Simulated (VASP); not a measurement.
# Ir (P6_3/mmc) in VASP: single point with r2SCAN

Aim: the single point of Ir with r2SCAN.

Program: VASP 6.6.1. These are calculated values, not measurements. Logs are shortened: lines on timing, memory, paths and dates and some standing lists are left out, and cuts for length are marked.

### 1 The cell of the first run

Symmetry: P6_3/mmc, No. 194, hexagonal system. The conventional cell has a = 2.590 Å, b = 2.590 Å, c = 4.141 Å, α = 90.00°, β = 90.00°, γ = 120.00°. Ir (site symmetry -6m2) has 12 Ir at 2.55 to 2.59 Å within 3.4 Å.

This isn't the form of Ir at room conditions, which is fcc.

### 2 Single point, r2SCAN

POSCAR reads:

```
Ir
1.0
    2.5899720000      0.0000000000      0.0000000000
   -1.2949860000      2.2429840000      0.0000000000
    0.0000000000      0.0000000000      4.1413280000
Ir
2
Direct
    0.3333300000      0.6666700000      0.2500000000
    0.6666600000      0.3333300000      0.7500000000
```

INCAR.step1 reads:

```
SYSTEM = Ir
PREC = Accurate
ENCUT = 520
ISMEAR = -1
SIGMA = 0.1
LREAL = .FALSE.
LASPH = .TRUE.
NELM = 100
NBANDS = 16
GGA = PE
ALGO = Normal
EDIFF = 1E-4
LWAVE = .TRUE.
LCHARG = .FALSE.
```

INCAR.step2 reads:

```
SYSTEM = Ir
PREC = Accurate
ENCUT = 520
EDIFF = 1E-7
ISMEAR = -1
SIGMA = 0.1
LREAL = .FALSE.
LASPH = .TRUE.
NELM = 100
ALGO = Normal
ISIF = 2
LWAVE = .FALSE.
LCHARG = .FALSE.
METAGGA = R2SCAN
LMIXTAU = .TRUE.
NBANDS = 16
ISTART = 1
```

KPOINTS reads:

```
regular mesh
0
G
  15 15 8
  0 0 0
```

Potentials or basis: VASP PAW PBE potentials, release 64 (Ir).

The run is started by

```sh
cat potpaw_PBE.64/Ir/POTCAR > POTCAR
cp INCAR.step1 INCAR
mpirun -np 1 vasp_std > vasp.out
cp INCAR.step2 INCAR
mpirun -np 1 vasp_std > vasp.out
```

OUTCAR:

```text
SYSTEM = Ir
   PREC = Accurate
   ENCUT = 520
   EDIFF = 1E-7
   ISMEAR = -1
   LREAL = .FALSE.
   LASPH = .TRUE.
   NELM = 100
   ISIF = 2
   METAGGA = R2SCAN
   ISTART = 1

 ion  position               nearest neighbor table
   1  0.333  0.667  0.250-   2 2.55   2 2.55   2 2.55   2 2.55   2 2.55   2 2.55
   2  0.667  0.333  0.750-   1 2.55   1 2.55   1 2.55   1 2.55   1 2.55   1 2.55

  LATTYP: Found a hexagonal cell.
 ALAT       =     2.5899720000
 C/A-ratio  =     1.5989856261

  Lattice vectors:

 A1 = (   2.5899720000,   0.0000000000,   0.0000000000)
 A2 = (  -1.2949860000,   2.2429840000,   0.0000000000)
 A3 = (   0.0000000000,   0.0000000000,   4.1413280000)

Analysis of symmetry for initial positions (statically):
=====================================================================
 Subroutine PRICEL returns:
 Original cell was already a primitive cell.

 Routine SETGRP: Setting up the symmetry group for a
 hexagonal supercell.

 Subroutine GETGRP returns: Found  8 space group operations
 (whereof  2 operations were pure point group operations)
 out of a pool of 24 trial point group operations.

The static configuration has the point symmetry C_2 .
 The point group associated with its full space group is D_2h.

Analysis of symmetry for dynamics (positions and initial velocities):
=====================================================================
 Subroutine PRICEL returns:
 Original cell was already a primitive cell.

 Routine SETGRP: Setting up the symmetry group for a
 hexagonal supercell.

 Subroutine GETGRP returns: Found  8 space group operations
 (whereof  2 operations were pure point group operations)
 out of a pool of 24 trial point group operations.

The dynamic configuration has the point symmetry C_2 .
 The point group associated with its full space group is D_2h.

 Subroutine INISYM returns: Found  8 space group operations
 (whereof  2 operations are pure point group operations),
 and found     1 'primitive' translations

----------------------------------------------------------------------------------------

                                     Primitive cell

  volume of cell :      24.0581

  direct lattice vectors                    reciprocal lattice vectors
     2.589972000  0.000000000  0.000000000     0.386104560  0.222917328  0.000000000
    -1.294986000  2.242984000  0.000000000     0.000000000  0.445834656  0.000000000
     0.000000000  0.000000000  4.141328000     0.000000000  0.000000000  0.241468437

  length of vectors
     2.589972000  2.589974124  4.141328000     0.445835022  0.445834656  0.241468437

  position of ions in fractional coordinates (direct lattice)
     0.333330000  0.666670000  0.250000000
     0.666660000  0.333330000  0.750000000

  ion indices of the primitive-cell ions
   primitive index   ion index
                 1           1
                 2           2

----------------------------------------------------------------------------------------

 KPOINTS: regular mesh

Automatic generation of k-mesh.
 Grid dimensions read from file:
 generate k-points for:   15   15    8

 Generating k-lattice:

  Cartesian coordinates                     Fractional coordinates (reciprocal lattice)
     0.025740304  0.014861155  0.000000000     0.066666667 -0.000000000  0.000000000
     0.000000000  0.029722310  0.000000000     0.000000000  0.066666667  0.000000000
     0.000000000  0.000000000  0.030183555     0.000000000  0.000000000  0.125000000

  Length of vectors
     0.029722335  0.029722310  0.030183555

  Shift w.r.t. Gamma in fractional coordinates (k-lattice)
     0.000000000  0.000000000  0.000000000

 Subroutine IBZKPT returns following result:
 ===========================================

 Found    320 irreducible k-points:

 Following reciprocal coordinates:
            Coordinates               Weight
  0.000000  0.000000  0.000000      1.000000
  0.066667  0.000000  0.000000      4.000000
  0.000000  0.066667  0.000000      2.000000
  0.133333  0.000000  0.000000      4.000000
  0.000000  0.133333  0.000000      2.000000
  0.200000  0.000000  0.000000      4.000000
[... 16 lines left out ...]
 -0.266667  0.200000  0.000000      4.000000
  0.266667  0.066667  0.000000      4.000000
 [... further k-points ...]
   k-points           NKPTS =    320   k-points in BZ     NKDIM =    320   number of bands    NBANDS=     16
   number of dos      NEDOS =    301   number of ions     NIONS =      2
   total plane-waves  NPLWV =  12800
   dimension x,y,z NGX =    20 NGY =   20 NGZ =   32
   dimension x,y,z NGXF=    40 NGYF=   40 NGZF=   64
   ions per type =               2
   NGX,Y,Z   is equivalent  to a cutoff of  12.84, 12.84, 12.85 a.u.
   NGXF,Y,Z  is equivalent  to a cutoff of  25.68, 25.68, 25.69 a.u.
 SYSTEM =  Ir
   PREC   = accura    normal or accurate (medium, high low for compatibility)
   ISTART =      1    job   : 0-new  1-cont  2-samecut
   ICHARG =      0    charge: 1-file 2-atom 10-const
   ISPIN  =      1    spin polarized calculation?
   LNONCOLLINEAR =      F non collinear calculations
   LSORBIT =      F    spin-orbit coupling
   LASPH  =      T    aspherical Exc in radial PAW
   ENCUT  =  520.0 eV  38.22 Ry    6.18 a.u.   4.82  4.82  7.70*2*pi/ulx,y,z
   NELM   =    100;   NELMIN=  2; NELMDL=  0     # of ELM steps
   EDIFF  = 0.1E-06   stopping-criterion for ELM
   LREAL  =      F    real-space projection
   EDIFFG = 0.1E-05   stopping-criterion for IOM
   NSW    =      0    number of steps for IOM
   IBRION =     -1    ionic relax: 0-MD 1-quasi-New 2-CG
   NFREE  =      0    steps in history (QN), initial steepest desc. (CG)
   ISIF   =      2    stress and relaxation
   ISYM   =      2    0-nonsym 1-usesym 2-fastsym
   POTIM  = 0.5000    time-step for ionic-motion
   TEBEG  =    0.0;   TEEND  =   0.0 temperature during run
   PSTRESS=    0.0 pullay stress
   NELECT =      18.0000    total number of electrons
   NUPDOWN=      -1.0000    fix difference up-down
   EMIN   =  10.00;   EMAX   =-10.00  energy-range for DOS
   EFERMI =   0.00;   METHOD = LEGACY
   ISMEAR =    -1;   SIGMA  =   0.10  broadening in eV -4-tet -1-fermi 0-gaus
   EFERMI_NEDOS =   21; number of points for ismear=-14 and -15
   IALGO  =     38    algorithm
   IMIX   =      4    mixing-type and parameters
     AMIX     =   0.40;   BMIX     =  1.00
     AMIX_MAG =   1.60;   BMIX_MAG =  1.00
  volume/ion in A,a.u.               =      12.03        81.18
  Fermi-wavevector in a.u.,A,eV,Ry     =   1.486205  2.808520 30.052619  2.208805
  Thomas-Fermi vector in A             =   2.599521
   LORBIT       =      0    0 simple, 1 ext, 2 COOP (PROOUT), +10 PAW based schemes
   METAGGA = R2SCAN    functional components
   LHFCALC =     F    Hartree Fock is set to
   AEXX    =    0.0000 exact exchange contribution
   IVDW    =     0    specifies the selected vdW correction
   LEPSILON=     F    determine dielectric tensor
   LRPA    =     F    only Hartree local field effects (RPA)
 non-spin polarized calculation
  energy-cutoff  :      520.00
  volume of cell :       24.06
 maximum number of plane-waves:       672
   NGX =  9   NGY =  9   NGZ = 15

 number of electron      18.0000000 magnetization

 Free energy of the ion-electron system (eV)
  ---------------------------------------------------
  ext. energy  EPLUGINS =         0.00000000
  ---------------------------------------------------
  free energy    TOTEN  =      -103.31664270 eV

  energy without entropy =     -103.26043438  energy(sigma->0) =     -103.28853854

 E-fermi :  13.4629     XC(G=0): -16.4736

 val. band max:       13.4624820925   @ k =  -0.1333   0.4667   0.3750
 cond. band min:      13.4632566507   @ k =   0.2000   0.1333   0.5000
 fundamental gap:      0.0007745582
 Fermi energy:        13.4628775889

 k-point     1 :       0.0000    0.0000    0.0000
  band No.  band energies     occupation
      1      -0.1705      2.00000
      2       2.9032      2.00000
      3       8.2393      2.00000
      4       8.2394      2.00000
      5       8.3345      2.00000
      6       9.1855      2.00000
[... 8 lines left out ...]
     15      30.7436      0.00000
     16      32.2014      0.00000

 k-point     2 :       0.0667    0.0000    0.0000
  band No.  band energies     occupation
      1       0.0453      2.00000
      2       3.0942      2.00000
      3       7.7668      2.00000
      4       8.4291      2.00000
      5       8.7514      2.00000
      6       9.0617      2.00000
[... 8 lines left out ...]
     15      31.0251      0.00000
     16      32.5620      0.00000

 k-point     3 :       0.0000    0.0667    0.0000
  band No.  band energies     occupation
      1       0.0453      2.00000
      2       3.0942      2.00000
      3       7.7668      2.00000
      4       8.4291      2.00000
      5       8.7514      2.00000
      6       9.0617      2.00000
[... 8 lines left out ...]
     15      31.0251      0.00000
     16      32.5620      0.00000

 k-point     4 :       0.1333    0.0000    0.0000
  band No.  band energies     occupation
      1       0.6617      2.00000
      2       3.6031      2.00000
      3       7.1961      2.00000
      4       8.6897      2.00000
      5       8.8011      2.00000
      6       8.9874      2.00000
[... 8 lines left out ...]
     15      31.6865      0.00000
     16      33.5093      0.00000

 k-point     5 :       0.0000    0.1333    0.0000
  band No.  band energies     occupation
      1       0.6617      2.00000
      2       3.6031      2.00000
      3       7.1960      2.00000
      4       8.6897      2.00000
      5       8.8011      2.00000
      6       8.9875      2.00000
[... 8 lines left out ...]
     15      31.6865      0.00000
     16      33.5093      0.00000

 k-point     6 :       0.2000    0.0000    0.0000
  band No.  band energies     occupation
      1       1.5756      2.00000
      2       4.1675      2.00000
      3       6.7931      2.00000
      4       7.4664      2.00000
      5       8.3413      2.00000
      6       9.0523      2.00000
[... 8 lines left out ...]
     15      31.3717      0.00000
     16      33.4417      0.00000

 k-point     7 :       0.0000    0.2000    0.0000
  band No.  band energies     occupation
      1       1.5756      2.00000
      2       4.1675      2.00000
      3       6.7931      2.00000
      4       7.4664      2.00000
      5       8.3413      2.00000
      6       9.0524      2.00000
[... 8 lines left out ...]
     15      31.3717      0.00000
     16      33.4511      0.00000

 k-point     8 :       0.2667    0.0000    0.0000
  band No.  band energies     occupation
      1       2.5771      2.00000
      2       4.2947      2.00000
      3       6.2609      2.00000
      4       6.9401      2.00000
      5       8.2702      2.00000
      6       8.5788      2.00000
[... 8 lines left out ...]
     15      30.0479      0.00000
     16      31.2876      0.00000

 k-point     9 :       0.0000    0.2667    0.0000
  band No.  band energies     occupation
      1       2.5771      2.00000
      2       4.2948      2.00000
      3       6.2610      2.00000
      4       6.9401      2.00000
      5       8.2702      2.00000
      6       8.5788      2.00000
[... 8 lines left out ...]
     15      30.0479      0.00000
     16      31.2876      0.00000
[... 172 lines left out ...]
 k-point    19 :      -0.0667    0.2000    0.0000
  band No.  band energies     occupation
      1       1.2375      2.00000
      2       4.0358      2.00000
      3       6.7948      2.00000
      4       8.0243      2.00000
      5       8.4929      2.00000
      6       8.9856      2.00000
[... 8 lines left out ...]
     15      32.0749      0.00000
     16      33.1410      0.00000

 k-point    20 :      -0.2000    0.1333    0.0000
  band No.  band energies     occupation
      1       1.2375      2.00000
      2       4.0358      2.00000
      3       6.7949      2.00000
      4       8.0243      2.00000
      5       8.4929      2.00000
      6       8.9856      2.00000
[... 8 lines left out ...]
     15      32.0749      0.00000
     16      33.1413      0.00000

 k-point    21 :       0.2000    0.0667    0.0000
  band No.  band energies     occupation
      1       2.2288      2.00000
      2       4.4684      2.00000
      3       6.5642      2.00000
      4       6.7726      2.00000
      5       8.2636      2.00000
      6       8.5358      2.00000
[... 8 lines left out ...]
     15      30.8926      0.00000
     16      31.4445      0.00000

 k-point    22 :      -0.0667    0.2667    0.0000
  band No.  band energies     occupation
      1       2.2288      2.00000
      2       4.4684      2.00000
      3       6.5642      2.00000
      4       6.7726      2.00000
      5       8.2636      2.00000
      6       8.5358      2.00000
[... 8 lines left out ...]
     15      30.8926      0.00000
     16      31.4446      0.00000

 k-point    23 :      -0.2667    0.2000    0.0000
  band No.  band energies     occupation
      1       2.2288      2.00000
      2       4.4684      2.00000
      3       6.5642      2.00000
      4       6.7725      2.00000
      5       8.2636      2.00000
      6       8.5358      2.00000
[... 8 lines left out ...]
     15      30.8927      0.00000
     16      31.4446      0.00000

 k-point    24 :       0.2667    0.0667    0.0000
  band No.  band energies     occupation
      1       3.1693      2.00000
      2       4.3410      2.00000
      3       5.7166      2.00000
      4       6.9434      2.00000
      5       8.1622      2.00000
      6       8.4388      2.00000
[... 8 lines left out ...]
     15      29.4950      0.00000
     16      29.6495      0.00000

 [... further k-points ...]

------------------------ aborting loop because EDIFF is reached ----------------------------------------

  FORCE on cell =-STRESS in cart. coord.  units (eV):
  Direction    XX          YY          ZZ          XY          YZ          ZX
  --------------------------------------------------------------------------------------
  -------------------------------------------------------------------------------------
  Total       15.0033680     15.0034471     16.8843875      0.0000000      0.0000000      0.0000000
  in kB      999.1678933    999.1731614   1124.4367202      0.0000000      0.0000000      0.0000000
  external PRESSURE =    1040.9259250 kB  Pullay stress =       0.0000000 kB

 VOLUME and BASIS-vectors are now :
 -----------------------------------------------------------------------------
  energy-cutoff  :      520.00
  volume of cell :       24.06
      direct lattice vectors                 reciprocal lattice vectors
     2.589972000  0.000000000  0.000000000     0.386104560  0.222917328  0.000000000
    -1.294986000  2.242984000  0.000000000     0.000000000  0.445834656  0.000000000
     0.000000000  0.000000000  4.141328000     0.000000000  0.000000000  0.241468437

 POSITION                                       TOTAL-FORCE (eV/Angst)
 -----------------------------------------------------------------------------------
     -0.00001      1.49533      1.03533         0.000000     -0.000147     -0.000000
      1.29497      0.74765      3.10600         0.000000      0.000147      0.000000
 -----------------------------------------------------------------------------------
    total drift:                                0.000000      0.000000      0.000000

  FREE ENERGIE OF THE ION-ELECTRON SYSTEM (eV)
  ---------------------------------------------------
  free  energy   TOTEN  =      -103.3166427043 eV

  energy  without entropy=     -103.2604343763  energy(sigma->0) =     -103.28853854
```

Wall time 9.9 min (1 thread of Intel Xeon 8259CL, shared host); peak memory 0.23 GiB.

Results:

| Property | Result |
| --- | --- |
| Free energy | -103.3166 eV |
| Pressure | 104.1 GPa |
| Band gap on the k mesh | zero (bands 9 and 10 overlap by 4.41 eV) |

Caveat: the cell stands under pressure; the PAW data sets were made with another functional, which shifts forces and pressure a little; spin-orbit coupling is left out, which moves the levels of the heavy elements.
